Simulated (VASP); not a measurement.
# BaTiO3 (P4/mmm) in VASP: a series of runs, part 2 of 2

VASP 6.6.1. Earlier steps stand in the parts before.

## 5. Single point, PBEsol

This run uses another cell than the first one, of 15.99 Å³/atom.

Contents of INCAR:

```
PREC = Accurate
ENCUT = 520
EDIFF = 1E-6
ISMEAR = -1
SIGMA = 0.05
LREAL = F
LASPH = T
NELM = 100
ALGO = Normal
ISIF = 2
LWAVE = F
LCHARG = F
GGA = PS
NBANDS = 28
```

Contents of KPOINTS:

```
regular mesh
0
Gamma
  6 6 4
```

Contents of POSCAR:

```
BaTiO3
1.0
    4.0559523175      0.0000000000      0.0000000000
    0.0000000000      4.0559523175      0.0000000000
    0.0000000000      0.0000000000      4.8608889332
Ba Ti O
1 1 3
Direct
    0.0000000000      0.0000000000      0.0000000000
    0.5000000000      0.5000000000      0.5000000000
    0.0000000000      0.5000000000      0.5000000000
    0.5000000000      0.0000000000      0.5000000000
    0.0000000000      0.0000000000      0.5000000000
```

Potentials or basis: VASP PAW PBE potentials, release 64 (Ba_sv, Ti_sv, O).

Started as:

```console
> cat potpaw_PBE.64/Ba_sv/POTCAR potpaw_PBE.64/Ti_sv/POTCAR potpaw_PBE.64/O/POTCAR > POTCAR
> mpirun -np 1 vasp_std > vasp.out
```

OUTCAR:

```text
PREC = Accurate
   ENCUT = 520
   EDIFF = 1E-6
   ISMEAR = -1
   LREAL = F
   LASPH = T
   NELM = 100
   ISIF = 2
   GGA = PS

 ion  position               nearest neighbor table
   1  0.000  0.000  0.000-   5 2.43   5 2.43   3 3.17   3 3.17   4 3.17   4 3.17   3 3.17   3 3.17
                             4 3.17   4 3.17   2 3.76   2 3.76   2 3.76   2 3.76   2 3.76   2 3.76
   2  0.500  0.500  0.500-   3 2.03   4 2.03   4 2.03   3 2.03   1 3.76   1 3.76   1 3.76   1 3.76
                             1 3.76   1 3.76   1 3.76   1 3.76
   3  0.000  0.500  0.500-   2 2.03   2 2.03   1 3.17   1 3.17   1 3.17   1 3.17
   4  0.500  0.000  0.500-   2 2.03   2 2.03   1 3.17   1 3.17   1 3.17   1 3.17
   5  0.000  0.000  0.500-   1 2.43   1 2.43

  LATTYP: Found a simple tetragonal cell.
 ALAT       =     4.0559523175
 C/A-ratio  =     1.1984581062

  Lattice vectors:

 A1 = (   4.0559523175,   0.0000000000,   0.0000000000)
 A2 = (   0.0000000000,   4.0559523175,   0.0000000000)
 A3 = (   0.0000000000,   0.0000000000,   4.8608889332)

Analysis of symmetry for initial positions (statically):
=====================================================================
 Subroutine PRICEL returns:
 Original cell was already a primitive cell.

 Routine SETGRP: Setting up the symmetry group for a
 simple tetragonal supercell.

 Subroutine GETGRP returns: Found 16 space group operations
 (whereof 16 operations were pure point group operations)
 out of a pool of 16 trial point group operations.

The static configuration has the point symmetry D_4h.

Analysis of symmetry for dynamics (positions and initial velocities):
=====================================================================
 Subroutine PRICEL returns:
 Original cell was already a primitive cell.

 Routine SETGRP: Setting up the symmetry group for a
 simple tetragonal supercell.

 Subroutine GETGRP returns: Found 16 space group operations
 (whereof 16 operations were pure point group operations)
 out of a pool of 16 trial point group operations.

The dynamic configuration has the point symmetry D_4h.

 Subroutine INISYM returns: Found 16 space group operations
 (whereof 16 operations are pure point group operations),
 and found     1 'primitive' translations

----------------------------------------------------------------------------------------

                                     Primitive cell

  volume of cell :      79.9653

  direct lattice vectors                    reciprocal lattice vectors
     4.055952318  0.000000000  0.000000000     0.246551222  0.000000000  0.000000000
     0.000000000  4.055952318  0.000000000     0.000000000  0.246551222  0.000000000
     0.000000000  0.000000000  4.860888933     0.000000000  0.000000000  0.205723688

  length of vectors
     4.055952318  4.055952318  4.860888933     0.246551222  0.246551222  0.205723688

  position of ions in fractional coordinates (direct lattice)
     0.000000000  0.000000000  0.000000000
     0.500000000  0.500000000  0.500000000
     0.000000000  0.500000000  0.500000000
     0.500000000  0.000000000  0.500000000
     0.000000000  0.000000000  0.500000000

[... 30 lines left out ...]
 ===========================================

 Found     30 irreducible k-points:

 Following reciprocal coordinates:
            Coordinates               Weight
  0.000000  0.000000  0.000000      1.000000
  0.166667  0.000000  0.000000      4.000000
  0.333333  0.000000  0.000000      4.000000
  0.500000  0.000000  0.000000      2.000000
  0.166667  0.166667  0.000000      4.000000
  0.333333  0.166667  0.000000      8.000000
[... 16 lines left out ...]
  0.333333  0.000000  0.500000      4.000000
  0.500000  0.000000  0.500000      2.000000
 [... further k-points ...]
   k-points           NKPTS =     30   k-points in BZ     NKDIM =     30   number of bands    NBANDS=     28
   number of dos      NEDOS =    301   number of ions     NIONS =      5
   total plane-waves  NPLWV =  32400
   dimension x,y,z NGX =    30 NGY =   30 NGZ =   36
   dimension x,y,z NGXF=    60 NGYF=   60 NGZF=   72
   ions per type =               1   1   3
   NGX,Y,Z   is equivalent  to a cutoff of  12.30, 12.30, 12.31 a.u.
   NGXF,Y,Z  is equivalent  to a cutoff of  24.59, 24.59, 24.62 a.u.
 SYSTEM =  unknown system
   PREC   = accura    normal or accurate (medium, high low for compatibility)
   ISTART =      0    job   : 0-new  1-cont  2-samecut
   ICHARG =      2    charge: 1-file 2-atom 10-const
   ISPIN  =      1    spin polarized calculation?
   LNONCOLLINEAR =      F non collinear calculations
   LSORBIT =      F    spin-orbit coupling
   LASPH  =      T    aspherical Exc in radial PAW
   ENCUT  =  520.0 eV  38.22 Ry    6.18 a.u.   7.54  7.54  9.04*2*pi/ulx,y,z
   NELM   =    100;   NELMIN=  2; NELMDL= -5     # of ELM steps
   EDIFF  = 0.1E-05   stopping-criterion for ELM
   LREAL  =      F    real-space projection
   EDIFFG = 0.1E-04   stopping-criterion for IOM
   NSW    =      0    number of steps for IOM
   IBRION =     -1    ionic relax: 0-MD 1-quasi-New 2-CG
   NFREE  =      0    steps in history (QN), initial steepest desc. (CG)
   ISIF   =      2    stress and relaxation
   ISYM   =      2    0-nonsym 1-usesym 2-fastsym
   POTIM  = 0.5000    time-step for ionic-motion
   TEBEG  =    0.0;   TEEND  =   0.0 temperature during run
   PSTRESS=    0.0 pullay stress
   NELECT =      40.0000    total number of electrons
   NUPDOWN=      -1.0000    fix difference up-down
   EMIN   =  10.00;   EMAX   =-10.00  energy-range for DOS
   EFERMI =   0.00;   METHOD = LEGACY
   ISMEAR =    -1;   SIGMA  =   0.05  broadening in eV -4-tet -1-fermi 0-gaus
   EFERMI_NEDOS =   21; number of points for ismear=-14 and -15
   IALGO  =     38    algorithm
   IMIX   =      4    mixing-type and parameters
     AMIX     =   0.40;   BMIX     =  1.00
     AMIX_MAG =   1.60;   BMIX_MAG =  1.00
  volume/ion in A,a.u.               =      15.99       107.93
  Fermi-wavevector in a.u.,A,eV,Ry     =   1.299554  2.455801 22.978075  1.688841
  Thomas-Fermi vector in A             =   2.430810
   LORBIT       =      0    0 simple, 1 ext, 2 COOP (PROOUT), +10 PAW based schemes
   GGA     = PS    functional components
   LHFCALC =     F    Hartree Fock is set to
   AEXX    =    0.0000 exact exchange contribution
   IVDW    =     0    specifies the selected vdW correction
   LEPSILON=     F    determine dielectric tensor
   LRPA    =     F    only Hartree local field effects (RPA)
 non-spin polarized calculation
  energy-cutoff  :      520.00
  volume of cell :       79.97
 maximum number of plane-waves:      2174
   NGX = 15   NGY = 15   NGZ = 19

 number of electron      39.9999983 magnetization

 Free energy of the ion-electron system (eV)
  ---------------------------------------------------
  ext. energy  EPLUGINS =         0.00000000
  ---------------------------------------------------
  free energy    TOTEN  =       -32.83353542 eV

  energy without entropy =      -32.80361439  energy(sigma->0) =      -32.81857491

 E-fermi :   4.5370     XC(G=0): -10.3594

 val. band max:        4.5358314310   @ k =   0.0000   0.0000   0.2500
 cond. band min:       4.5405603306   @ k =   0.5000   0.0000   0.2500
 fundamental gap:      0.0047288996
 Fermi energy:         4.5370166860

 k-point     1 :       0.0000    0.0000    0.0000
  band No.  band energies     occupation
      1     -53.4288      2.00000
      2     -29.8636      2.00000
      3     -29.8636      2.00000
      4     -29.5845      2.00000
      5     -22.9017      2.00000
      6     -15.9454      2.00000
[... 733 lines left out ...]
     27       7.3133      0.00000
     28       8.7627      0.00000

 [... further k-points ...]

------------------------ aborting loop because EDIFF is reached ----------------------------------------

  FORCE on cell =-STRESS in cart. coord.  units (eV):
  Direction    XX          YY          ZZ          XY          YZ          ZX
  --------------------------------------------------------------------------------------
  -------------------------------------------------------------------------------------
  Total        0.1888091      0.1888091      1.9246121      0.0000000      0.0000000      0.0000000
  in kB        3.7829624      3.7829624     38.5613671      0.0000000      0.0000000      0.0000000
  external PRESSURE =      15.3757640 kB  Pullay stress =       0.0000000 kB

 VOLUME and BASIS-vectors are now :
 -----------------------------------------------------------------------------
  energy-cutoff  :      520.00
  volume of cell :       79.97
      direct lattice vectors                 reciprocal lattice vectors
     4.055952318  0.000000000  0.000000000     0.246551222  0.000000000  0.000000000
     0.000000000  4.055952318  0.000000000     0.000000000  0.246551222  0.000000000
     0.000000000  0.000000000  4.860888933     0.000000000  0.000000000  0.205723688

 POSITION                                       TOTAL-FORCE (eV/Angst)
 -----------------------------------------------------------------------------------
      0.00000      0.00000      0.00000         0.000000      0.000000      0.000000
      2.02798      2.02798      2.43044         0.000000      0.000000      0.000000
      0.00000      2.02798      2.43044         0.000000      0.000000      0.000000
      2.02798      0.00000      2.43044         0.000000      0.000000      0.000000
      0.00000      0.00000      2.43044         0.000000      0.000000      0.000000
 -----------------------------------------------------------------------------------
    total drift:                                0.000000      0.000000      0.000000

  FREE ENERGIE OF THE ION-ELECTRON SYSTEM (eV)
  ---------------------------------------------------
  free  energy   TOTEN  =       -32.8335354250 eV

  energy  without entropy=      -32.8036143895  energy(sigma->0) =      -32.81857491
```

stdout:

```text
POSCAR found type information on POSCAR BaTiO
 POSCAR found :  3 types and       5 ions
 scaLAPACK will be used
 -----------------------------------------------------------------------------
|                                                                             |
|                                                                             |
|     You enforced a specific xc type in the INCAR file but a different       |
|     I HOPE YOU KNOW WHAT YOU ARE DOING!                                     |
|                                                                             |
 -----------------------------------------------------------------------------

 LDA part: xc-table for (Slater+PW92), standard interpolation
 POSCAR, INCAR and KPOINTS ok, starting setup
 FFT: planning ... GRIDC
 FFT: planning ... GRID_SOFT
 FFT: planning ... GRID
 WAVECAR not read
 entering main loop
```

It took 37 s on 1 thread of Intel Xeon 6975P-C (Granite Rapids), shared host; peak memory 0.22 GiB.

What came out:

| Item | Value |
| --- | --- |
| Free energy | -32.8335 eV |
| Pressure | 1.5 GPa |
| Band gap on the k mesh | zero (bands 20 and 21 overlap by 1.76 eV) |

Levels at points of the mesh, in eV from the Fermi level:
| k point | band 18 | band 19 | band 20 | band 21 | band 22 | band 23 |
| --- | --- | --- | --- | --- | --- | --- |
| (0.00, 0.00, 0.00) | -1.98 | -1.13 | -0.03 | -0.03 | -0.02 | 1.60 |
| (0.50, 0.00, 0.00) | -1.98 | -1.28 | -0.53 | 0.17 | 0.81 | 1.33 |
| (0.50, 0.50, 0.00) | -2.34 | -2.34 | -1.55 | -1.45 | 1.58 | 1.58 |
| (0.00, 0.00, 0.50) | -3.01 | 0.02 | 0.11 | 0.11 | 0.24 | 0.69 |
| (0.50, 0.00, 0.50) | -3.02 | -2.20 | -0.15 | 0.11 | 0.81 | 1.50 |
| (0.50, 0.50, 0.50) | -2.90 | -2.59 | -2.59 | -0.53 | 0.43 | 1.55 |

Caveat: the PAW data sets were made with another functional, which shifts forces and pressure a little; spin-orbit coupling is left out, which moves the levels of the heavy elements.

## 6. Single point, PBEsol

This run uses another cell than the first one, of 16.31 Å³/atom.

Contents of INCAR:

```
PREC     = Accurate       # precision mode
ENCUT    = 520            # plane-wave cutoff, eV
EDIFF    = 1E-6           # SCF threshold, eV
ISMEAR   = -1             # smearing method
SIGMA    = 0.05           # smearing width, eV
LREAL    = False          # projectors in reciprocal space
LASPH    = True           # aspherical terms in the spheres
NELM     = 100            # most SCF steps
ALGO     = Normal         # electronic algorithm
ISIF     = 2              # what is computed and relaxed
LWAVE    = False          # write WAVECAR
LCHARG   = False          # write CHGCAR
GGA      = PS             # functional
NBANDS   = 28             # bands
```

KPOINTS is that of step 5.

POSCAR, as its differences from that of step 5:

```diff
@@ -2,5 +2,5 @@
 1.0
-    4.0559523175      0.0000000000      0.0000000000
-    0.0000000000      4.0559523175      0.0000000000
-    0.0000000000      0.0000000000      4.8608889332
+    4.0789152459      0.0000000000      0.0000000000
+    0.0000000000      4.0789152459      0.0000000000
+    0.0000000000      0.0000000000      4.9019299089
 Ba Ti O
```

Potentials or basis: VASP PAW PBE potentials, release 64 (Ba_sv, Ti_sv, O).

Started as:

```console
> cat potpaw_PBE.64/Ba_sv/POTCAR potpaw_PBE.64/Ti_sv/POTCAR potpaw_PBE.64/O/POTCAR > POTCAR
> mpirun -np 1 vasp_std > vasp.out
```

It took 34 s on 1 thread of Intel Xeon 6975P-C (Granite Rapids), shared host; peak memory 0.22 GiB.

It converged, with:

```
Free energy            : -32.8426 eV
Pressure               : -0.7 GPa
Band gap on the k mesh : zero (bands 20 and 21 overlap by 1.81 eV)
```

Stress tensor (GPa, compression positive):
```
-1.72  0.00  0.00
 0.00 -1.72  0.00
 0.00  0.00  1.42
```

Levels at points of the mesh, in eV from the Fermi level:
| k point | band 16 | band 17 | band 18 | band 19 | band 20 | band 21 | band 22 | band 23 | band 24 | band 25 |
| --- | --- | --- | --- | --- | --- | --- | --- | --- | --- | --- |
| (0.00, 0.00, 0.00) | -3.78 | -3.65 | -1.97 | -1.17 | -0.02 | -0.02 | -0.02 | 1.56 | 1.56 | 1.62 |
| (0.50, 0.00, 0.00) | -4.32 | -3.00 | -1.95 | -1.32 | -0.54 | 0.17 | 0.79 | 1.30 | 1.52 | 1.85 |
| (0.50, 0.50, 0.00) | -3.97 | -2.86 | -2.31 | -2.31 | -1.51 | -1.51 | 1.53 | 1.53 | 2.15 | 3.34 |
| (0.00, 0.00, 0.50) | -3.77 | -3.77 | -2.94 | 0.03 | 0.11 | 0.11 | 0.21 | 0.64 | 1.54 | 1.54 |
| (0.50, 0.00, 0.50) | -4.00 | -3.15 | -2.98 | -2.17 | -0.14 | 0.09 | 0.79 | 1.45 | 1.82 | 2.32 |
| (0.50, 0.50, 0.50) | -3.95 | -3.89 | -2.85 | -2.54 | -2.54 | -0.51 | 0.40 | 1.51 | 1.51 | 2.15 |

Caveat: the PAW data sets were made with another functional, which shifts forces and pressure a little; spin-orbit coupling is left out, which moves the levels of the heavy elements.

## 7. Summary

```tsv
cell	gap on the mesh (eV)	pressure (GPa)
a = 3.964, b = 3.964, c = 4.703 Å, 5 atoms	none	12.3
a = 4.006, b = 4.006, c = 4.773 Å, 5 atoms	none	6.9
a = 4.035, b = 4.035, c = 4.824 Å, 5 atoms	none	3.7
a = 4.056, b = 4.056, c = 4.861 Å, 5 atoms	none	1.5
a = 4.079, b = 4.079, c = 4.902 Å, 5 atoms	none	-0.7
```

Alike in all rows: task single point; level PBEsol; potentials or basis VASP PAW PBE potentials, release 64 (Ba_sv, Ti_sv, O); no spin polarisation; k mesh 6 × 6 × 4; cutoff (eV) 520; smearing fermi-dirac 0.05 eV.

Caveats: the PAW data sets were made with another functional, which shifts forces and pressure a little; spin-orbit coupling is left out, which moves the levels of the heavy elements; the cell stands under pressure (at least some runs); the stress differs along the axes, from 11 to 16 GPa (at least some runs).

Total energies depend on the potentials used, so only differences within one code and one set of settings carry meaning.

The gap in the log of VASP goes by the Fermi energy; the results here count the filled bands.